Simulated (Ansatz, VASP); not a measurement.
## One calculation of ZnS, two programs

POSCAR

```
ZnS
1.0
    0.0000000000      2.6640802500      2.6235105000
    2.6640802500      0.0000000000      2.6235105000
    2.6640802500      2.6640802500      0.0000000000
Zn S
1 1
Direct
    0.0000000000      0.0000000000      0.0000000000
    0.7500000000      0.7500000000      0.7500000000
```

Contents of INCAR.step1:

```
SYSTEM = ZnS
PREC = Accurate
ENCUT = 520
ISMEAR = 0
SIGMA = 0.05
LREAL = .False.
LASPH = .True.
NELM = 80
NBANDS = 16
GGA = PE
ALGO = Normal
EDIFF = 1E-4
LWAVE = .True.
LCHARG = .False.
```

Contents of INCAR.step2:

```
SYSTEM = ZnS
PREC = Accurate
ENCUT = 520
EDIFF = 1E-7
ISMEAR = 0
SIGMA = 0.05
LREAL = .False.
LASPH = .True.
NELM = 80
ALGO = Normal
ISIF = 2
LWAVE = .False.
LCHARG = .False.
METAGGA = R2SCAN
LMIXTAU = .True.
NBANDS = 16
ISTART = 1
```

KPOINTS

```
Automatic mesh
0
Gamma
  8 8 8
  0 0 0
```

Input for Ansatz:

```yaml
crystal:
  lattice:
    - [0.0, 2.66408025, 2.6235105]
    - [2.66408025, 0.0, 2.6235105]
    - [2.66408025, 2.66408025, 0.0]
  atoms:
    - { symbol: Zn, position: [0.0, 0.0, 0.0] }
    - { symbol: S, position: [0.75, 0.75, 0.75] }
basis:
  ecutwfc: 500
kpoints:
  mp_grid: { grid: [8, 8, 8] }
hamiltonian:
  xc: r2scan
scf:
  occupations: { method: gaussian, width: 0.05 }
output:
  forces: true
  stress: true
  eigenvalues: true
  write_density: true
  write_potential: true
  elf: true
  volumetric_format: npy
```

Change from the starting cell: strain -0.015 along x and y, -0.030 along z, atoms carried along.

Alike in both runs: task single point; functional r2SCAN; k mesh 8 × 8 × 8; occupations gaussian, width 0.05 eV; no spin polarisation.

|  | VASP | Ansatz |
| --- | --- | --- |
| version | VASP 6.6.1 | Ansatz 0.2.0 |
| potentials or method | VASP PAW PBE potentials, release 64 (Zn, S), cutoff 520 eV | scalar-relativistic, plane waves, PAW |
| valence electrons in the cell | 18 | 18 |

|  | VASP | Ansatz | Ansatz less VASP |
| --- | --- | --- | --- |
| gap on the k mesh at the Fermi level (eV) | 2.91 | 2.90 | -0.015 |
| least direct gap on the mesh (eV) | 2.91 | 2.90 | -0.015 |
| pressure (GPa) | 4.3 | 4.3 | -0.02 |
| traceless stress, the component that is largest in VASP (GPa) | 0.44 | 0.41 | -0.033 |

VASP's potentials were made for PBE, not for r2SCAN.
